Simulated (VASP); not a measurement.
Here is a VASP 6.6.1 calculation.

Contents of POSCAR:

```
BP
1.0
    3.2078136921      0.0000000000      0.0000000000
    0.0000000000      3.2078136921      0.0000000000
    0.0000000000      0.0000000000     24.9389338506
P B
4 4
Direct
    0.0000000000      0.5000000000      0.3408325332
    0.5000000000      0.0000000000      0.4317853714
    0.0000000000      0.5000000000      0.5228145772
    0.5000000000      0.0000000000      0.6147518439
    0.5000000000      0.5000000000      0.3863089523
    0.0000000000      0.0000000000      0.4772617905
    0.5000000000      0.5000000000      0.5676034813
    0.0000000000      0.0000000000      0.6520714234
```

File INCAR.step1:

```
SYSTEM = BP
  ALGO = Normal
  DIPOL = 0.5 0.5 0.499
  EDIFF = 1E-4
  ENCUT = 520
  GGA = PE
  IDIPOL = 3
  ISMEAR = 0
  LASPH = .True.
  LCHARG = .False.
  LDIPOL = .True.
  LREAL = .False.
  LWAVE = .True.
  NBANDS = 26
  NELM = 80
  PREC = Accurate
  SIGMA = 0.05
```

INCAR.step2

```
SYSTEM = BP
  ALGO = Normal
  DIPOL = 0.5 0.5 0.499
  EDIFF = 1E-6
  ENCUT = 520
  IDIPOL = 3
  ISIF = 2
  ISMEAR = 0
  ISTART = 1
  LASPH = .True.
  LCHARG = .True.
  LDIPOL = .True.
  LELF = .True.
  LMIXTAU = .True.
  LREAL = .False.
  LVACPOTAV = .True.
  LVHAR = .True.
  LWAVE = .False.
  METAGGA = R2SCAN
  NBANDS = 26
  NELM = 80
  PREC = Accurate
  SIGMA = 0.05
```

KPOINTS

```
k-points
0
Gamma
  8 8 1
  0 0 0
```

Potentials or basis: VASP PAW PBE potentials, release 64 (P, B).

Launch:

```console
$ cat potpaw_PBE.64/P/POTCAR potpaw_PBE.64/B/POTCAR > POTCAR
$ cp INCAR.step1 INCAR
$ mpirun -np 1 vasp_std > vasp.out
$ cp INCAR.step2 INCAR
$ mpirun -np 1 vasp_std > vasp.out
```

Task: Predict the largest force.

Result: 0.105 eV/Å.

Task: What does it give for the band gap on the k mesh?

Result: Zero (band 16 reaches -0.87 eV, above the bottom of band 17 at -1.93 eV).

Forces on the atoms (eV/Å):
```
P    0.000  0.000 -0.029
P    0.000  0.000  0.105
P    0.000  0.000  0.001
P    0.000  0.000  0.010
B    0.000  0.000  0.029
B    0.000  0.000 -0.082
B    0.000  0.000  0.002
B    0.000  0.000 -0.036
```

Caveat: the PAW data sets were made with another functional, which shifts forces and pressure a little.
